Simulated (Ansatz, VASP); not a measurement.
## Te in VASP and in Ansatz

Contents of INCAR:

```
SYSTEM = Te
ALGO     = Normal         ! electronic algorithm
EDIFF    = 1E-7           ! SCF threshold, eV
ENCUT    = 520            ! plane-wave cutoff, eV
ISIF     = 2              ! what is computed and relaxed
ISMEAR   = -1             ! smearing method
LASPH    = .TRUE.         ! aspherical terms in the spheres
LCHARG   = .TRUE.         ! write CHGCAR
LELF     = .TRUE.         ! ELF
LREAL    = .FALSE.        ! projectors in reciprocal space
LVHAR    = .TRUE.       
LWAVE    = .FALSE.        ! write WAVECAR
NBANDS   = 16             ! bands
NELM     = 100            ! most SCF steps
PREC     = Accurate       ! precision mode
SIGMA    = 0.05           ! smearing width, eV
```

KPOINTS

```
k-points
0
G
  8 8 8
  0 0 0
```

The input POSCAR:

```
Te
1.0
    4.2621412146     -2.3869037689      0.0000000000
    4.2621412146      2.3869037689      0.0000000000
   -0.1313139325      0.0000000000      3.9835583797
Te
3
Direct
    0.6760000000      0.6760000000      0.6750000000
    0.3240000000      0.3240000000      0.3250000000
    0.0000000000      0.0000000000      0.0000000000
```

Input for Ansatz:

```yaml
crystal:
  lattice:
    - [4.2621412146, -2.3869037689, 0.0]
    - [4.2621412146, 2.3869037689, 0.0]
    - [-0.1313139325, 0.0, 3.9835583797]
  atoms:
    - { symbol: Te, position: [0.676, 0.676, 0.675] }
    - { symbol: Te, position: [0.324, 0.324, 0.325] }
    - { symbol: Te, position: [0.0, 0.0, 0.0] }
kpoints:
  mp_grid: { grid: [8, 8, 8] }
  band_path:
    path:
      - [0.0, 0.0, 0.0]
      - [-0.3284920764, 0.3284920764, 0.0]
      - [-0.6715079236, -0.3284920764, 0.0]
      - [-0.5, -0.5, 0.0]
      - [0.0, 0.0, 0.0]
      - [-0.5, -0.5, 0.5]
      - [-0.6770386277, -0.3229613723, 0.5]
      - [-0.3229613723, 0.3229613723, 0.5]
      - [0.0, 0.0, 0.5]
    npoints: 5
scf:
  occupations: { method: fermi_dirac, width: 0.05 }
hamiltonian:
  xc: lda
  pseudopotentials: { kind: all_electron, lapw: { basis_error: 0.001 } }
output:
  forces: true
  stress: true
  eigenvalues: true
```

Change from the starting cell: volume scaled by 1.02.

Alike in both runs: task single point; functional LDA; k mesh 8 × 8 × 8; occupations fermi-dirac, width 0.05 eV; no spin polarisation.

|  | VASP | Ansatz |
| --- | --- | --- |
| version | VASP 6.6.1 | Ansatz 0.2.0 |
| potentials or method | VASP PAW LDA potentials, release 64 (Te), cutoff 520 eV | all-electron LAPW, scalar-relativistic |

Ansatz gave:

| Quantity | Value |
| --- | --- |
| pressure (GPa) | 3.1 |
| traceless stress, the component that is largest in VASP (GPa) | 1.62 |
| rms of the force components (eV/Å) | 0.188 |

Task: Estimate VASP's values.

Result: Pressure (GPa): 3.2; traceless stress, the component that is largest in VASP (GPa): 1.53; rms of the force components (eV/Å): 0.193.

LDA's correlation is that of Perdew and Zunger in VASP and of Perdew and Wang (1992) in Ansatz. Atom by atom the forces differ by 0.005 eV/Å (rms over components). Ansatz ran all-electron here, and VASP with PAW potentials.

Spin-orbit coupling is off throughout.
